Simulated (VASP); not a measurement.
# Li (I4/mmm) in VASP: further runs

Li is run at these levels: PBEsol; tasks: single point.

All numbers are computed with VASP 6.6.1; they aren't measurements. Logs are shortened: lines on timing, memory, paths and dates and some standing lists are left out, and cuts for length are marked.

## Step 1: The cell of the first run

Symmetry: I4/mmm, No. 139, tetragonal system. The conventional cell has a = 3.466 Å, b = 3.466 Å, c = 3.389 Å, α = 90.00°, β = 90.00°, γ = 90.00°. Li (site symmetry 4/mmm) has 14 Li at 2.98 to 3.47 Å within 3.9 Å.

## Step 2: Single point, PBEsol (biaxial strain in the a-b plane: +1.0 %, then relaxed in part)

Input file INCAR:

```
PREC = Accurate ; ENCUT = 750
EDIFF = 1E-6 ; ISMEAR = 0
SIGMA = 0.1 ; LREAL = F
LASPH = T ; NELM = 120
ALGO = Normal ; ISIF = 2
LWAVE = F ; LCHARG = F
GGA = PS ; NBANDS = 10
GGA_COMPAT = F
```

Input file KPOINTS:

```
Automatic mesh
0
Gamma
  16 16 16
```

Input file POSCAR:

```
Li
1.0
    3.4657620237      0.0000000000      0.0000000000
    0.0000000000      3.4657620237      0.0000000000
    0.0000000000      0.0000000000      3.3888384177
Li
2
Direct
    0.0000000000      0.0000000000      0.0000000000
    0.5000000000      0.5000000000      0.5000000000
```

Potentials or basis: VASP PAW PBE potentials, release 64 (Li_sv).

Started as:

```sh
cat potpaw_PBE.64/Li_sv/POTCAR > POTCAR
mpirun -np 1 vasp_std > vasp.out
```

OUTCAR:

```text
PREC = Accurate
   ENCUT = 750
   EDIFF = 1E-6
   ISMEAR = 0
   LREAL = F
   LASPH = T
   NELM = 120
   ISIF = 2
   GGA = PS

 ion  position               nearest neighbor table
   1  0.000  0.000  0.000-
   2  0.500  0.500  0.500-

  LATTYP: Found a simple tetragonal cell.
 ALAT       =     3.4657620237
 C/A-ratio  =     0.9778047063

  Lattice vectors:

 A1 = (   3.4657620237,   0.0000000000,   0.0000000000)
 A2 = (   0.0000000000,   3.4657620237,   0.0000000000)
 A3 = (   0.0000000000,   0.0000000000,   3.3888384177)

Analysis of symmetry for initial positions (statically):
=====================================================================
 Subroutine PRICEL returns following result:

  LATTYP: Found a body centered tetragonal cell.
 ALAT       =     3.4657620237
 C/A-ratio  =     0.9778047063

  Lattice vectors:

 A1 = (  -1.7328810118,  -1.7328810118,  -1.6944192089)
 A2 = (   1.7328810118,   1.7328810118,  -1.6944192089)
 A3 = (   1.7328810118,  -1.7328810119,   1.6944192089)

   2 primitive cells build up your supercell.

 Routine SETGRP: Setting up the symmetry group for a
 simple tetragonal supercell.

 Subroutine GETGRP returns: Found 16 space group operations
 (whereof 16 operations were pure point group operations)
 out of a pool of 16 trial point group operations.

The static configuration has the point symmetry D_4h.

Analysis of symmetry for dynamics (positions and initial velocities):
=====================================================================
 Subroutine PRICEL returns following result:

  LATTYP: Found a body centered tetragonal cell.
 ALAT       =     3.4657620237
 C/A-ratio  =     0.9778047063

  Lattice vectors:

 A1 = (  -1.7328810118,  -1.7328810118,  -1.6944192089)
 A2 = (   1.7328810118,   1.7328810118,  -1.6944192089)
 A3 = (   1.7328810118,  -1.7328810119,   1.6944192089)

   2 primitive cells build up your supercell.

 Routine SETGRP: Setting up the symmetry group for a
 simple tetragonal supercell.

 Subroutine GETGRP returns: Found 16 space group operations
 (whereof 16 operations were pure point group operations)
 out of a pool of 16 trial point group operations.

The dynamic configuration has the point symmetry D_4h.

 Subroutine INISYM returns: Found 16 space group operations
 (whereof 16 operations are pure point group operations),
 and found     2 'primitive' translations

----------------------------------------------------------------------------------------

                                     Primitive cell

  volume of cell :      20.3525

  direct lattice vectors                    reciprocal lattice vectors
    -1.732881012 -1.732881012 -1.694419209    -0.000000000 -0.288536834 -0.295086362
     1.732881012  1.732881012 -1.694419209     0.288536834  0.000000000 -0.295086362
     1.732881012 -1.732881012  1.694419209     0.288536834 -0.288536834  0.000000000

  length of vectors
     2.979397533  2.979397533  2.979397533     0.412709905  0.412709905  0.408052703

  position of ions in fractional coordinates (direct lattice)
     0.000000000  0.000000000  0.000000000

  ion indices of the primitive-cell ions
   primitive index   ion index
                 1           1

----------------------------------------------------------------------------------------

 KPOINTS: Automatic mesh

Automatic generation of k-mesh.
 Grid dimensions read from file:
 generate k-points for:   16   16   16

 Generating k-lattice:

  Cartesian coordinates                     Fractional coordinates (reciprocal lattice)
     0.018033552  0.000000000  0.000000000     0.062500000  0.000000000  0.000000000
     0.000000000  0.018033552  0.000000000     0.000000000  0.062500000  0.000000000
     0.000000000  0.000000000  0.018442898     0.000000000  0.000000000  0.062500000

  Length of vectors
     0.018033552  0.018033552  0.018442898

  Shift w.r.t. Gamma in fractional coordinates (k-lattice)
     0.000000000  0.000000000  0.000000000

 Subroutine IBZKPT returns following result:
 ===========================================

 Found    405 irreducible k-points:

 Following reciprocal coordinates:
            Coordinates               Weight
  0.000000  0.000000  0.000000      1.000000
  0.062500  0.000000  0.000000      4.000000
  0.125000  0.000000  0.000000      4.000000
  0.187500  0.000000  0.000000      4.000000
  0.250000  0.000000  0.000000      4.000000
  0.312500  0.000000  0.000000      4.000000
[... 16 lines left out ...]
  0.437500  0.125000  0.000000      8.000000
  0.500000  0.125000  0.000000      4.000000
 [... further k-points ...]
   k-points           NKPTS =    405   k-points in BZ     NKDIM =    405   number of bands    NBANDS=     10
   number of dos      NEDOS =    301   number of ions     NIONS =      2
   total plane-waves  NPLWV =  30720
   dimension x,y,z NGX =    32 NGY =   32 NGZ =   30
   dimension x,y,z NGXF=    64 NGYF=   64 NGZF=   60
   ions per type =               2
   NGX,Y,Z   is equivalent  to a cutoff of  15.35, 15.35, 14.72 a.u.
   NGXF,Y,Z  is equivalent  to a cutoff of  30.70, 30.70, 29.43 a.u.
 SYSTEM =  unknown system
   PREC   = accura    normal or accurate (medium, high low for compatibility)
   ISTART =      0    job   : 0-new  1-cont  2-samecut
   ICHARG =      2    charge: 1-file 2-atom 10-const
   ISPIN  =      1    spin polarized calculation?
   LNONCOLLINEAR =      F non collinear calculations
   LSORBIT =      F    spin-orbit coupling
   LASPH  =      T    aspherical Exc in radial PAW
   ENCUT  =  750.0 eV  55.12 Ry    7.42 a.u.   7.74  7.74  7.57*2*pi/ulx,y,z
   NELM   =    120;   NELMIN=  2; NELMDL= -5     # of ELM steps
   EDIFF  = 0.1E-05   stopping-criterion for ELM
   LREAL  =      F    real-space projection
   EDIFFG = 0.1E-04   stopping-criterion for IOM
   NSW    =      0    number of steps for IOM
   IBRION =     -1    ionic relax: 0-MD 1-quasi-New 2-CG
   NFREE  =      0    steps in history (QN), initial steepest desc. (CG)
   ISIF   =      2    stress and relaxation
   ISYM   =      2    0-nonsym 1-usesym 2-fastsym
   POTIM  = 0.5000    time-step for ionic-motion
   TEBEG  =    0.0;   TEEND  =   0.0 temperature during run
   PSTRESS=    0.0 pullay stress
   NELECT =       6.0000    total number of electrons
   NUPDOWN=      -1.0000    fix difference up-down
   EMIN   =  10.00;   EMAX   =-10.00  energy-range for DOS
   EFERMI =   0.00;   METHOD = LEGACY
   ISMEAR =     0;   SIGMA  =   0.10  broadening in eV -4-tet -1-fermi 0-gaus
   EFERMI_NEDOS =   21; number of points for ismear=-14 and -15
   IALGO  =     38    algorithm
   IMIX   =      4    mixing-type and parameters
     AMIX     =   0.40;   BMIX     =  1.00
     AMIX_MAG =   1.60;   BMIX_MAG =  1.00
  volume/ion in A,a.u.               =      20.35       137.35
  Fermi-wavevector in a.u.,A,eV,Ry     =   0.864787  1.634210 10.175205  0.747856
  Thomas-Fermi vector in A             =   1.982935
   LORBIT       =      0    0 simple, 1 ext, 2 COOP (PROOUT), +10 PAW based schemes
   GGA     = PS    functional components
   LHFCALC =     F    Hartree Fock is set to
   AEXX    =    0.0000 exact exchange contribution
   IVDW    =     0    specifies the selected vdW correction
   LEPSILON=     F    determine dielectric tensor
   LRPA    =     F    only Hartree local field effects (RPA)
 non-spin polarized calculation
 Gauss-broadening in eV      SIGMA  =   0.10
  energy-cutoff  :      750.00
  volume of cell :       40.71
 maximum number of plane-waves:      1932
 NGX is ok and might be reduce to    32
   NGX = 15   NGY = 15   NGZ = 15

 number of electron       6.0000006 magnetization

 Free energy of the ion-electron system (eV)
  ---------------------------------------------------
  ext. energy  EPLUGINS =         0.00000000
  ---------------------------------------------------
  free energy    TOTEN  =        -3.93670152 eV

  energy without entropy =       -3.93197643  energy(sigma->0) =       -3.93433897

 E-fermi :   0.6279     XC(G=0):  -7.0079

 val. band max:        0.6260398953   @ k =   0.1875   0.1250   0.4375
 cond. band min:       0.6340106074   @ k =   0.2500   0.2500   0.5000
 fundamental gap:      0.0079707121
 Fermi energy:         0.6279039514

 k-point     1 :       0.0000    0.0000    0.0000
  band No.  band energies     occupation
      1     -45.2948      2.00000
      2     -45.2610      2.00000
      3      -2.9465      2.00000
      4       5.9619      0.00000
      5       5.9619      0.00000
      6       6.4616      0.00000
      7       8.2066      0.00000
      8       8.5117      0.00000
      9      14.2639      0.00000
     10      15.1597      0.00000

 k-point     2 :       0.0625    0.0000    0.0000
  band No.  band energies     occupation
      1     -45.2945      2.00000
      2     -45.2612      2.00000
      3      -2.9101      2.00000
      4       5.4252      0.00000
      5       6.0090      0.00000
      6       6.5084      0.00000
      7       8.4476      0.00000
      8       8.9282      0.00000
      9      14.3551      0.00000
     10      15.0645      0.00000

 k-point     3 :       0.1250    0.0000    0.0000
  band No.  band energies     occupation
      1     -45.2933      2.00000
      2     -45.2620      2.00000
      3      -2.8007      2.00000
      4       4.4514      0.00000
      5       6.1502      0.00000
      6       6.6489      0.00000
      7       8.6190      0.00000
      8      10.0776      0.00000
      9      14.2613      0.00000
     10      14.5359      0.00000
[... 248 lines left out ...]
 k-point    23 :       0.4375    0.1250    0.0000
  band No.  band energies     occupation
      1     -45.2793      2.00000
      2     -45.2732      2.00000
      3      -0.9962      2.00000
      4       0.2011      2.00000
      5       6.9511      0.00000
      6       8.3775      0.00000
      7       8.9086      0.00000
      8      10.3346      0.00000
      9      12.1321      0.00000
     10      13.3553      0.00000

 k-point    24 :       0.5000    0.1250    0.0000
  band No.  band energies     occupation
      1     -45.2762      2.00000
      2     -45.2762      2.00000
      3      -0.4362      2.00000
      4      -0.4362      2.00000
      5       7.6226      0.00000
      6       7.6226      0.00000
      7       9.5838      0.00000
      8       9.5838      0.00000
      9      12.7797      0.00000
     10      12.7798      0.00000

 [... further k-points ...]

------------------------ aborting loop because EDIFF is reached ----------------------------------------

  FORCE on cell =-STRESS in cart. coord.  units (eV):
  Direction    XX          YY          ZZ          XY          YZ          ZX
  --------------------------------------------------------------------------------------
  -------------------------------------------------------------------------------------
  Total       -0.0588244     -0.0588244     -0.0272032      0.0000000      0.0000000     -0.0000000
  in kB       -2.3153676     -2.3153676     -1.0707372      0.0000000      0.0000000     -0.0000000
  external PRESSURE =      -1.9004908 kB  Pullay stress =       0.0000000 kB

 VOLUME and BASIS-vectors are now :
 -----------------------------------------------------------------------------
  energy-cutoff  :      750.00
  volume of cell :       40.71
      direct lattice vectors                 reciprocal lattice vectors
     3.465762024  0.000000000  0.000000000     0.288536834  0.000000000  0.000000000
     0.000000000  3.465762024  0.000000000     0.000000000  0.288536834  0.000000000
     0.000000000  0.000000000  3.388838418     0.000000000  0.000000000  0.295086362

 POSITION                                       TOTAL-FORCE (eV/Angst)
 -----------------------------------------------------------------------------------
      0.00000      0.00000      0.00000        -0.000000     -0.000000      0.000000
      1.73288      1.73288      1.69442         0.000000      0.000000     -0.000000
 -----------------------------------------------------------------------------------
    total drift:                                0.000000      0.000000     -0.000000

  FREE ENERGIE OF THE ION-ELECTRON SYSTEM (eV)
  ---------------------------------------------------
  free  energy   TOTEN  =        -3.9367015168 eV

  energy  without entropy=       -3.9319764310  energy(sigma->0) =       -3.93433897
```

It took 92 s on 1 thread of Intel Xeon 8259CL, shared host; peak memory 0.33 GiB.

What came out:

| Quantity | Value |
| --- | --- |
| Free energy | -3.9367 eV |
| Pressure | -0.2 GPa |
| Band gap on the k mesh | zero (bands 3 and 4 overlap by 4.51 eV) |

Stress tensor (GPa, compression positive):
```
-0.23  0.00  0.00
 0.00 -0.23  0.00
 0.00  0.00 -0.11
```

Caveat: the cell differs from its parent crystal (biaxial strain in the a-b plane: +1.0 %, then relaxed in part); the PAW data sets were made with another functional, which shifts forces and pressure a little.

(Part 1 of 2 ends here.)
